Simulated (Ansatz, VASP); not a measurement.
# Si in VASP and in Ansatz

INCAR

```
SYSTEM = Si
PREC = Accurate
ENCUT = 520
EDIFF = 1E-7
ISMEAR = 0
SIGMA = 0.15
LREAL = .FALSE.
LASPH = .TRUE.
NELM = 80
ALGO = Normal
ISIF = 2
LWAVE = .FALSE.
LCHARG = .TRUE.
LELF = .TRUE.
LVHAR = .TRUE.
NBANDS = 26
```

The input KPOINTS:

```
regular mesh
0
G
  12 12 12
  0 0 0
```

Contents of POSCAR:

```
Si
1.0
    4.8457971257      2.7977222750      1.8589531703
   -4.8457971257      2.7977222750      1.8589531703
    0.0000000000     -5.5954445499      1.8589531703
Si
8
Direct
    0.0230438192      0.7214117077      0.5254377641
    0.9769561808      0.2785882923      0.4745622359
    0.7155636601      0.7155636601      0.7155636601
    0.2785882923      0.4745622359      0.9769561808
    0.4745622359      0.9769561808      0.2785882923
    0.7214117077      0.5254377641      0.0230438192
    0.2844363399      0.2844363399      0.2844363399
    0.5254377641      0.0230438192      0.7214117077
```

Input for Ansatz:

```yaml
crystal:
  lattice:
    - [4.8457971257, 2.797722275, 1.8589531703]
    - [-4.8457971257, 2.797722275, 1.8589531703]
    - [0.0, -5.5954445499, 1.8589531703]
  atoms:
    - { symbol: Si, position: [0.0230438192, 0.7214117077, 0.5254377641] }
    - { symbol: Si, position: [0.9769561808, 0.2785882923, 0.4745622359] }
    - { symbol: Si, position: [0.7155636601, 0.7155636601, 0.7155636601] }
    - { symbol: Si, position: [0.2785882923, 0.4745622359, 0.9769561808] }
    - { symbol: Si, position: [0.4745622359, 0.9769561808, 0.2785882923] }
    - { symbol: Si, position: [0.7214117077, 0.5254377641, 0.0230438192] }
    - { symbol: Si, position: [0.2844363399, 0.2844363399, 0.2844363399] }
    - { symbol: Si, position: [0.5254377641, 0.0230438192, 0.7214117077] }
basis:
  ecutwfc: 420
kpoints:
  mp_grid: { grid: [12, 12, 12] }
hamiltonian:
  xc: lda
scf:
  occupations: { method: gaussian, width: 0.15 }
output:
  forces: true
  stress: true
  eigenvalues: true
```

Change from the starting cell: strain +0.040 along x and y, +0.000 along z, atoms carried along.

Alike in both runs: task single point; functional LDA; k mesh 12 × 12 × 12; occupations gaussian, width 0.15 eV; no spin polarisation.

```csv
,VASP,Ansatz
version,VASP 6.6.1,Ansatz 0.2.0
potentials or method,"VASP PAW LDA potentials, release 64 (Si), cutoff 520 eV","scalar-relativistic, plane waves, PAW"
valence electrons in the cell,32,32
```

```csv
,VASP,Ansatz,Ansatz less VASP
gap on the k mesh at the Fermi level (eV),none,none,-
pressure (GPa),-6.9,-6.9,-0.03
"traceless stress, the component that is largest in VASP (GPa)",4.20,4.19,-0.015
rms of the force components (eV/Å),0.224,0.226,+0.0020
```

LDA's correlation is that of Perdew and Zunger in VASP and of Perdew and Wang (1992) in Ansatz. Atom by atom the forces differ by 0.003 eV/Å (rms over components). A gap of «none» marks a metal or a gap that the smearing closes.
